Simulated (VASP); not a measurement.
Wanted: the native input for a VASP 6.6.1 run.

| Quantity | Value |
| --- | --- |
| Task | single point |
| Functional | PBEsol |
| Potentials or basis | VASP PAW PBE potentials, release 64 (Li_sv) |
| Cutoff | 520 eV |
| k mesh | 11 × 7 × 1 |
| Occupations | gaussian, width 0.1 eV |
| Spin | no spin polarisation |
| Dipole correction | yes |
| Further INCAR settings | ALGO = Normal; EDIFF = 1e-06; NBANDS = 26 |

The structure of Li lies in POSCAR:

```
Li
1.0
    3.0518541436      0.0000000000      0.0000000000
    0.0000000000      4.9991346439      0.0000000000
    0.0000000000      0.0000000000     26.4529272737
Li
10
Direct
    0.0000000000      0.7500000000      0.2835224972
    0.5000000000      0.2500000000      0.3168267284
    0.5000000000      0.7500000000      0.3834351908
    0.0000000000      0.2500000000      0.4167394220
    0.0000000000      0.7500000000      0.4833478844
    0.5000000000      0.2500000000      0.5166521156
    0.5000000000      0.7500000000      0.5832605780
    0.0000000000      0.2500000000      0.6165648092
    0.0000000000      0.7500000000      0.6831732716
    0.5000000000      0.2500000000      0.7164775028
```

The input as run:

INCAR

```
PREC     = Accurate       # precision mode
ENCUT    = 520            # plane-wave cutoff, eV
EDIFF    = 1E-6           # SCF threshold, eV
ISMEAR   = 0              # smearing method
SIGMA    = 0.1            # smearing width, eV
LREAL    = False          # projectors in reciprocal space
LASPH    = True           # aspherical terms in the spheres
NELM     = 100            # most SCF steps
ALGO     = Normal         # electronic algorithm
ISIF     = 2              # what is computed and relaxed
LWAVE    = False          # write WAVECAR
LCHARG   = False          # write CHGCAR
LDIPOL   = True         
IDIPOL   = 3            
DIPOL    = 0.5 0.5 0.500
GGA      = PS             # functional
NBANDS   = 26             # bands
```

KPOINTS

```
regular mesh
0
Gamma
  11 7 1
```

Potentials or basis: VASP PAW PBE potentials, release 64 (Li_sv).

The run is started by

```sh
$ cat potpaw_PBE.64/Li_sv/POTCAR > POTCAR
$ mpirun -np 1 vasp_std > vasp.out
```

It gave:

| Quantity | Value |
| --- | --- |
| Largest force | 0.103 eV/Å |
| Band gap on the k mesh | zero (band 15 reaches -0.25 eV, above the bottom of band 16 at -2.26 eV) |

Caveat: the PAW data sets were made with another functional, which shifts forces and pressure a little.

Wall time 14 min on 1 thread of AMD EPYC 7R13, on a shared host, peak memory 0.48 GiB.
